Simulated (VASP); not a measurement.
Wanted: the native input for a VASP 6.6.1 run.

| Quantity | Value |
| --- | --- |
| Task | relaxation of cell and atoms |
| Functional | PBE |
| Potentials or basis | VASP PAW PBE potentials, release 64 (Ge_d, W_sv) |
| Cutoff | 600 eV |
| k mesh | 6 × 6 × 4 |
| Occupations | gaussian, width 0.1 eV |
| Spin | no spin polarisation |
| Dipole correction | no |
| Further INCAR settings | ALGO = Normal; EDIFF = 1e-06; IBRION = 2; EDIFFG = -0.04; NSW = 90; ISIF = 3 |

The structure of Ge5W lies in POSCAR:

```
Ge5W
1.0
    4.6456162800      0.0000000000      0.0000000000
   -2.3228081400      4.0232217200      0.0000000000
    0.0000000000      0.0000000000      6.3061954100
Ge W
5 1
Direct
    0.6666666700      0.3333333300      0.7959949400
    0.0000000000      0.0000000000      0.0000000000
    0.6666666700      0.3333333300      0.2040050600
    0.3333333300      0.6666666700      0.2040050600
    0.3333333300      0.6666666700      0.7959949400
    0.0000000000      0.0000000000      0.5000000000
```

The input as run:

INCAR

```
SYSTEM = Ge5W
PREC = Accurate
ENCUT = 600
EDIFF = 1E-6
ISMEAR = 0
SIGMA = 0.1
LREAL = .FALSE.
LASPH = .TRUE.
NELM = 100
ALGO = Normal
ISIF = 3
LWAVE = .FALSE.
LCHARG = .FALSE.
GGA = PE
IBRION = 2
NSW = 90
EDIFFG = -0.04
```

KPOINTS

```
regular mesh
0
G
  6 6 4
  0 0 0
```

Potentials or basis: VASP PAW PBE potentials, release 64 (Ge_d, W_sv).

Run with:

```console
$ cat potpaw_PBE.64/Ge_d/POTCAR potpaw_PBE.64/W_sv/POTCAR > POTCAR
$ mpirun -np 1 vasp_std > vasp.out
```

Results of the run:

```json
{
  "Relaxed volume": "17.59 Å³/atom",
  "Relaxed cell": "a = 4.830 Å, b = 4.830 Å, c = 5.224 Å, α = 90.00°, β = 90.00°, γ = 120.00°",
  "Space group after relaxing (to 0.05 Å)": "P6/mmm (No. 191)",
  "Energy gained by relaxing": "543.6 meV/atom",
  "Ionic steps": "11",
  "Pressure after relaxing": "0.0 GPa",
  "Largest force after relaxing": "0.037 eV/Å",
  "Band gap on the k mesh": "zero (band 42 reaches 8.89 eV, above the bottom of band 43 at 7.13 eV)"
}
```

Caveat: spin-orbit coupling is left out, which moves the levels of the heavy elements.

It took 14 min on 1 thread of AMD EPYC 9R45 96-Core Processor (Zen 5) (shared host), peak memory 0.33 GiB.
